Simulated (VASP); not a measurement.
# SnGe2Te3 (P-3m1) in VASP: notebook, part 2 of 2

VASP 6.6.1. Earlier steps stand in the parts before.

## 3. Single point, PBE

This run uses another cell than the first one: it holds 12 atoms, not 6.

INCAR

```
  PREC = Accurate
  ENCUT = 520
  EDIFF = 1E-7
  ISMEAR = 0
  SIGMA = 0.2
  LREAL = F
  LASPH = T
  NELM = 80
  ALGO = Normal
  ISIF = 2
  LWAVE = F
  LCHARG = F
  GGA = PE
  NBANDS = 72
```

KPOINTS

```
regular mesh
0
Gamma
  6 6 1
```

POSCAR

```
SnGe2Te3
1.0
    4.3381783997      0.0000000000      0.0000000000
   -2.1690891998      3.7569727003      0.0000000000
    0.0000000000      0.0000000000     21.3456464000
Sn Ge Te
2 4 6
Direct
    0.0000000000      0.0000000000      0.2500000000
    0.0000000000      0.0000000000      0.7500000000
    0.6666666667      0.3333333333      0.4205105000
    0.6666666667      0.3333333333      0.9205105000
    0.3333333333      0.6666666667      0.0794895000
    0.3333333333      0.6666666667      0.5794895000
    0.3333333333      0.6666666667      0.3414335000
    0.3333333333      0.6666666667      0.8414335000
    0.6666666667      0.3333333333      0.1585665000
    0.6666666667      0.3333333333      0.6585665000
    0.0000000000      0.0000000000      0.0000000000
    0.0000000000      0.0000000000      0.5000000000
```

Potentials or basis: VASP PAW PBE potentials, release 64 (Sn_d, Ge_d, Te).

On the command line:

```
cat potpaw_PBE.64/Sn_d/POTCAR potpaw_PBE.64/Ge_d/POTCAR potpaw_PBE.64/Te/POTCAR > POTCAR
mpirun -np 1 vasp_std > vasp.out
```

OUTCAR:

```text
PREC = Accurate
   ENCUT = 520
   EDIFF = 1E-7
   ISMEAR = 0
   LREAL = F
   LASPH = T
   NELM = 80
   ISIF = 2
   GGA = PE

 ion  position               nearest neighbor table
   1  0.000  0.000  0.250-   7 3.18   9 3.18   7 3.18   9 3.18   9 3.18   7 3.18
   2  0.000  0.000  0.750-   8 3.18  10 3.18   8 3.18  10 3.18  10 3.18   8 3.18
   3  0.667  0.333  0.421-   7 3.02   7 3.02   7 3.02  12 3.03  12 3.03  12 3.03
   4  0.667  0.333  0.921-   8 3.02   8 3.02   8 3.02  11 3.03  11 3.03  11 3.03
   5  0.333  0.667  0.079-   9 3.02   9 3.02   9 3.02  11 3.03  11 3.03  11 3.03
[... 747 lines left out ...]
 -----------------------------------------------------------------------------
  energy-cutoff  :      520.00
  volume of cell :      347.90
      direct lattice vectors                 reciprocal lattice vectors
     4.338178400  0.000000000  0.000000000     0.230511498  0.133085875  0.000000000
    -2.169089200  3.756972700  0.000000000     0.000000000  0.266171750  0.000000000
     0.000000000  0.000000000 21.345646400     0.000000000  0.000000000  0.046847961

 POSITION                                       TOTAL-FORCE (eV/Angst)
 -----------------------------------------------------------------------------------
      0.00000      0.00000      5.33641        -0.000000     -0.000000      0.000000
      0.00000      0.00000     16.00923        -0.000000     -0.000000      0.000000
      2.16909      1.25232      8.97607         0.000000     -0.000000     -0.001206
      2.16909      1.25232     19.64889         0.000000     -0.000000     -0.001206
     -0.00000      2.50465      1.69675        -0.000000      0.000000      0.001206
     -0.00000      2.50465     12.36958        -0.000000      0.000000      0.001206
     -0.00000      2.50465      7.28812        -0.000000     -0.000000      0.014114
     -0.00000      2.50465     17.96094        -0.000000     -0.000000      0.014114
      2.16909      1.25232      3.38470        -0.000000     -0.000000     -0.014114
      2.16909      1.25232     14.05753        -0.000000     -0.000000     -0.014114
      0.00000      0.00000      0.00000        -0.000000     -0.000000      0.000000
      0.00000      0.00000     10.67282        -0.000000     -0.000000      0.000000
 -----------------------------------------------------------------------------------
    total drift:                               -0.000000      0.000000     -0.000000

  FREE ENERGIE OF THE ION-ELECTRON SYSTEM (eV)
  ---------------------------------------------------
  free  energy   TOTEN  =       -46.2136911283 eV

  energy  without entropy=      -46.1965869531  energy(sigma->0) =      -46.20513904
```

It took 7.5 min on 1 thread of Intel Xeon 8259CL, shared host; peak memory 0.49 GiB.

Results:

* Free energy: -46.2137 eV
* Pressure: 0.2 GPa
* Largest force: 0.014 eV/Å
* Band gap on the k mesh: 0.26 eV

Forces on the atoms (eV/Å):
```
Sn   0.000  0.000  0.000
Sn   0.000  0.000  0.000
Ge   0.000  0.000 -0.001
Ge   0.000  0.000 -0.001
Ge   0.000  0.000  0.001
Ge   0.000  0.000  0.001
Te   0.000  0.000  0.014
Te   0.000  0.000  0.014
Te   0.000  0.000 -0.014
Te   0.000  0.000 -0.014
Te   0.000  0.000  0.000
Te   0.000  0.000  0.000
```

Caveat: spin-orbit coupling is left out, which moves the levels of the heavy elements; an odd mesh through Γ misses points on the zone boundary, where band edges can lie.

## 4. Single point, PBE

INCAR

```
  ALGO = Normal
  EDIFF = 1E-6
  ENCUT = 520
  GGA = PE
  ISIF = 2
  ISMEAR = 0
  LASPH = T
  LCHARG = T
  LELF = T
  LREAL = F
  LVHAR = T
  LWAVE = F
  NBANDS = 39
  NELM = 80
  PREC = Accurate
  SIGMA = 0.01
```

KPOINTS

```
k-points
0
Gamma
  12 12 4
```

POSCAR

```
SnGe2Te3
1.0
    4.3381783997      0.0000000000      0.0000000000
   -2.1690891998      3.7569727003      0.0000000000
    0.0000000000      0.0000000000     10.6728232000
Sn Ge Te
1 2 3
Direct
    0.0000000000      0.0000000000      0.5000000000
    0.6666666667      0.3333333333      0.8410210000
    0.3333333333      0.6666666667      0.1589790000
    0.3333333333      0.6666666667      0.6828670000
    0.6666666667      0.3333333333      0.3171330000
    0.0000000000      0.0000000000      0.0000000000
```

Potentials or basis: VASP PAW PBE potentials, release 64 (Sn_d, Ge_d, Te).

On the command line:

```
cat potpaw_PBE.64/Sn_d/POTCAR potpaw_PBE.64/Ge_d/POTCAR potpaw_PBE.64/Te/POTCAR > POTCAR
mpirun -np 1 vasp_std > vasp.out
```

OUTCAR:

```text
EDIFF = 1E-6
   ENCUT = 520
   GGA = PE
   ISIF = 2
   ISMEAR = 0
   LASPH = T
   LREAL = F
   NELM = 80
   PREC = Accurate

 ion  position               nearest neighbor table
   1  0.000  0.000  0.500-   4 3.18   5 3.18   4 3.18   5 3.18   5 3.18   4 3.18
   2  0.667  0.333  0.841-   4 3.02   4 3.02   4 3.02   6 3.03   6 3.03   6 3.03
   3  0.333  0.667  0.159-   5 3.02   5 3.02   5 3.02   6 3.03   6 3.03   6 3.03
   4  0.333  0.667  0.683-   2 3.02   2 3.02   2 3.02   1 3.18   1 3.18   1 3.18
   5  0.667  0.333  0.317-   3 3.02   3 3.02   3 3.02   1 3.18   1 3.18   1 3.18
   6  0.000  0.000  0.000-   2 3.03   3 3.03   3 3.03   2 3.03   2 3.03   3 3.03

  LATTYP: Found a hexagonal cell.
 ALAT       =     4.3381783997
 C/A-ratio  =     2.4602084600

  Lattice vectors:

 A1 = (   4.3381783997,   0.0000000000,   0.0000000000)
 A2 = (  -2.1690891998,   3.7569727003,   0.0000000000)
 A3 = (   0.0000000000,   0.0000000000,  10.6728232000)

Analysis of symmetry for initial positions (statically):
=====================================================================
 Subroutine PRICEL returns:
 Original cell was already a primitive cell.

[... 182 lines left out ...]
 Fermi energy:         6.2607598104

 k-point     1 :       0.0000    0.0000    0.0000
  band No.  band energies     occupation
      1     -18.8942      2.00000
      2     -18.8942      2.00000
      3     -18.8935      2.00000
      4     -18.8935      2.00000
      5     -18.8895      2.00000
      6     -18.8894      2.00000
[... 997 lines left out ...]
     38       9.7604      0.00000
     39      10.1345      0.00000

 [... further k-points ...]

------------------------ aborting loop because EDIFF is reached ----------------------------------------

  FORCE on cell =-STRESS in cart. coord.  units (eV):
  Direction    XX          YY          ZZ          XY          YZ          ZX
  --------------------------------------------------------------------------------------
  -------------------------------------------------------------------------------------
  Total       -0.0720374     -0.0720374     -0.0545268     -0.0000000     -0.0000000      0.0000000
  in kB       -0.6635041     -0.6635041     -0.5022224     -0.0000000     -0.0000000      0.0000000
  external PRESSURE =      -0.6097435 kB  Pullay stress =       0.0000000 kB

 VOLUME and BASIS-vectors are now :
 -----------------------------------------------------------------------------
  energy-cutoff  :      520.00
  volume of cell :      173.95
      direct lattice vectors                 reciprocal lattice vectors
     4.338178400  0.000000000  0.000000000     0.230511498  0.133085875  0.000000000
    -2.169089200  3.756972700  0.000000000     0.000000000  0.266171750  0.000000000
     0.000000000  0.000000000 10.672823200     0.000000000  0.000000000  0.093695921

 POSITION                                       TOTAL-FORCE (eV/Angst)
 -----------------------------------------------------------------------------------
      0.00000      0.00000      5.33641        -0.000000      0.000000      0.000000
      2.16909      1.25232      8.97607        -0.000000     -0.000000      0.000148
     -0.00000      2.50465      1.69675         0.000000      0.000000     -0.000148
     -0.00000      2.50465      7.28812        -0.000000     -0.000000     -0.001985
      2.16909      1.25232      3.38470        -0.000000      0.000000      0.001985
      0.00000      0.00000      0.00000        -0.000000      0.000000      0.000000
 -----------------------------------------------------------------------------------
    total drift:                               -0.000000      0.000000     -0.000000

  FREE ENERGIE OF THE ION-ELECTRON SYSTEM (eV)
  ---------------------------------------------------
  free  energy   TOTEN  =       -23.1429700332 eV

  energy  without entropy=      -23.1429700332  energy(sigma->0) =      -23.14297003
```

Wall time 11 min (1 thread of Intel Xeon 8259CL, shared host); peak memory 0.57 GiB.

What came out:

```yaml
Free_energy: -23.1430 eV
Pressure: -0.1 GPa
Band_gap_on_the_k_mesh: 0.27 eV (least direct gap 0.31 eV)
```

Caveat: spin-orbit coupling is left out, which moves the levels of the heavy elements.

## 5. The runs side by side

```tsv
cell	k mesh	smearing	gap on the mesh (eV)	pressure (GPa)	largest force (eV/Å)
a = 4.338, b = 4.338, c = 10.673 Å, angles 90.0, 90.0, 120.0°, 6 atoms, atomic positions A	6 × 6 × 2	gaussian 0.1 eV	0.26	0.2	0.02
a = 4.338, b = 4.338, c = 21.346 Å, angles 90.0, 90.0, 120.0°, 12 atoms, atomic positions B	6 × 6 × 1	gaussian 0.2 eV	0.26	0.2	0.01
a = 4.338, b = 4.338, c = 10.673 Å, angles 90.0, 90.0, 120.0°, 6 atoms, atomic positions A	12 × 12 × 4	gaussian 0.01 eV	0.27	-0.1	-
```

Alike in all rows: task single point; level PBE; potentials or basis VASP PAW PBE potentials, release 64 (Sn_d, Ge_d, Te); no spin polarisation; cutoff (eV) 520.

Caveats: spin-orbit coupling is left out, which moves the levels of the heavy elements; an odd mesh through Γ misses points on the zone boundary, where band edges can lie (at least some runs).

Absolute energies hang on the potentials; compare differences alone.
